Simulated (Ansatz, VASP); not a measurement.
## BiTe: VASP beside Ansatz

Contents of INCAR:

```
ALGO = Normal
EDIFF = 1E-6
ENCUT = 520
GGA = PS
ISIF = 2
ISMEAR = 0
LASPH = T
LCHARG = F
LREAL = F
LWAVE = F
NBANDS = 29
NELM = 100
PREC = Accurate
SIGMA = 0.1
```

File KPOINTS:

```
k-points
0
Gamma
  12 12 8
```

File POSCAR:

```
BiTe
1.0
    3.1971538320      3.1971538320      0.0000000000
   -3.1971538320      3.1971538320      0.0000000000
    0.0000000000      0.0000000000      6.2983930490
Bi Te
2 2
Direct
    0.0000000000      0.0000000000      0.0000000000
    0.5000000000      0.5000000000      0.5000000000
    0.5000000000      0.5000000000      0.0000000000
    0.0000000000      0.0000000000      0.5000000000
```

Input for Ansatz:

```yaml
crystal:
  lattice:
    - [3.197153832, 3.197153832, 0.0]
    - [-3.197153832, 3.197153832, 0.0]
    - [0.0, 0.0, 6.298393049]
  atoms:
    - { symbol: Bi, position: [0.0, 0.0, 0.0] }
    - { symbol: Bi, position: [0.5, 0.5, 0.5] }
    - { symbol: Te, position: [0.5, 0.5, 0.0] }
    - { symbol: Te, position: [0.0, 0.0, 0.5] }
basis:
  ecutwfc: 420
kpoints:
  mp_grid: { grid: [12, 12, 8] }
hamiltonian:
  xc: pbesol
scf:
  occupations: { method: gaussian, width: 0.1 }
output:
  forces: true
  stress: true
  eigenvalues: true
```

Change from the starting cell: strain along c alone, the other axes held, atoms relaxed: -1.5 %.

Alike in both runs: task single point; functional PBEsol; k mesh 12 × 12 × 8; occupations gaussian, width 0.1 eV; no spin polarisation.

```csv
,VASP,Ansatz
version,VASP 6.6.1,Ansatz 0.2.0
potentials or method,"VASP PAW PBE potentials, release 64 (Bi_d, Te), cutoff 520 eV","scalar-relativistic, plane waves, PAW"
valence electrons in the cell,42,62
```

|  | VASP | Ansatz | Ansatz less VASP |
| --- | --- | --- | --- |
| gap on the k mesh at the Fermi level (eV) | none | none | - |
| pressure (GPa) | 0.8 | 0.9 | +0.09 |
| traceless stress, the component that is largest in VASP (GPa) | 1.21 | 1.20 | -0.005 |

VASP's potentials were made for PBE, not for PBEsol. A gap of «none» marks a metal or a gap that the smearing closes. With one functional, cell and mesh, what is left measures potentials, basis and numerics. VASP's potentials hold 42 valence electrons a cell and Ansatz's 62, so a difference there can come from the potentials and not from the codes.

Spin-orbit coupling is off throughout.
